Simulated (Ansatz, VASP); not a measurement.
# Two plane-wave programs on Pb2OF2

The input INCAR:

```
PREC = Accurate
ENCUT = 1010
EDIFF = 1E-6
ISMEAR = 0
SIGMA = 0.01
LREAL = F
LASPH = T
NELM = 120
ALGO = Normal
ISIF = 2
LWAVE = F
LCHARG = T
GGA = PE
LELF = T
LVHAR = T
NBANDS = 32
GGA_COMPAT = F
NELMDL = -8
```

File KPOINTS:

```
Automatic mesh
0
Gamma
  1 1 1
```

File POSCAR:

```
Pb2OF2
1.0
    9.9600000000      0.0000000000      0.0000000000
    0.0000000000     11.3000000000      0.0000000000
    0.0000000000      0.0000000000     13.0700000000
Pb O F
2 1 2
Direct
    0.5312469900      0.5667345100      0.6559150700
    0.5312469900      0.5667345100      0.3442999200
    0.5479698800      0.6022053100      0.5001071200
    0.4518072300      0.3982300900      0.6506143800
    0.4518072300      0.3982300900      0.3496006100
```

Input for Ansatz:

```yaml
crystal:
  lattice:
    - [9.96, 0.0, 0.0]
    - [0.0, 11.3, 0.0]
    - [0.0, 0.0, 13.07]
  atoms:
    - { symbol: Pb, position: [0.53124699, 0.56673451, 0.65591507] }
    - { symbol: Pb, position: [0.53124699, 0.56673451, 0.34429992] }
    - { symbol: O, position: [0.54796988, 0.60220531, 0.50010712] }
    - { symbol: F, position: [0.45180723, 0.39823009, 0.65061438] }
    - { symbol: F, position: [0.45180723, 0.39823009, 0.34960061] }
basis:
  ecutwfc: 420
  ecutrho_ratio: 4
kpoints:
  mp_grid: { grid: [1, 1, 1] }
hamiltonian:
  xc: pbe
scf:
  occupations: { method: gaussian, width: 0.01 }
output:
  forces: true
  eigenvalues: true
  populations: true
```

Alike in both runs: task single point; functional PBE; k mesh 1 × 1 × 1; occupations gaussian, width 0.01 eV; no spin polarisation.

|  | VASP | Ansatz |
| --- | --- | --- |
| version | VASP 6.6.1 | Ansatz 0.2.0 |
| potentials or method | VASP PAW PBE potentials, release 64 (Pb_d, O_h, F_h), cutoff 1010 eV | scalar-relativistic, plane waves, PAW |
| valence electrons in the cell | 48 | 48 |

|  | VASP | Ansatz | Ansatz less VASP |
| --- | --- | --- | --- |
| gap on the k mesh at the Fermi level (eV) | 3.31 | 3.32 | +0.014 |
| rms of the force components (eV/Å) | 0.195 | 0.170 | -0.0256 |

Atom by atom the forces differ by 0.026 eV/Å (rms over components). Ansatz's warnings: structure snapped to symmetry.

Neither program's run includes spin-orbit coupling.
